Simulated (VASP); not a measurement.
HgTe (Coloradoite), 2 atoms in the cell. It takes space group F-43m (No. 216, cubic). The conventional cell has a = 6.429 Å, b = 6.429 Å, c = 6.429 Å, α = 90.00°, β = 90.00°, γ = 90.00°. Within 3.7 Å of Hg (site symmetry -43m) lie 4 Te at 2.78 Å. Te (site symmetry -43m) has 4 Hg at 2.78 Å within 3.7 Å. 

```yaml
Program: VASP 6.6.1
Task: relaxation of cell and atoms
Functional: PBE
Dispersion: D4
Potentials_or_basis: VASP PAW PBE potentials, release 64 (Hg, Te)
Cutoff: 600 eV
k_mesh: 7 × 7 × 7
Occupations: fermi-dirac, width 0.05 eV
Spin: no spin polarisation
Dipole_correction: no
Further_INCAR_settings: ALGO = Normal; EDIFF = 1e-06; IBRION = 2; EDIFFG = -0.01; NSW = 60; ISIF = 3
```

Potentials or basis: VASP PAW PBE potentials, release 64 (Hg, Te).

Run with:

```sh
$ cat potpaw_PBE.64/Hg/POTCAR potpaw_PBE.64/Te/POTCAR > POTCAR
$ mpirun -np 1 vasp_std > vasp.out
```

Hardware: 1 thread of AMD EPYC 7R13 Processor (Zen 3), on a shared host.

Estimate the wall time of this run.

Run time: 36 s on 1 thread of AMD EPYC 7R13 Processor (Zen 3), on a shared host, peak memory 0.2 GiB. Counts: scf iterations 31, k points 20, ion steps 3.
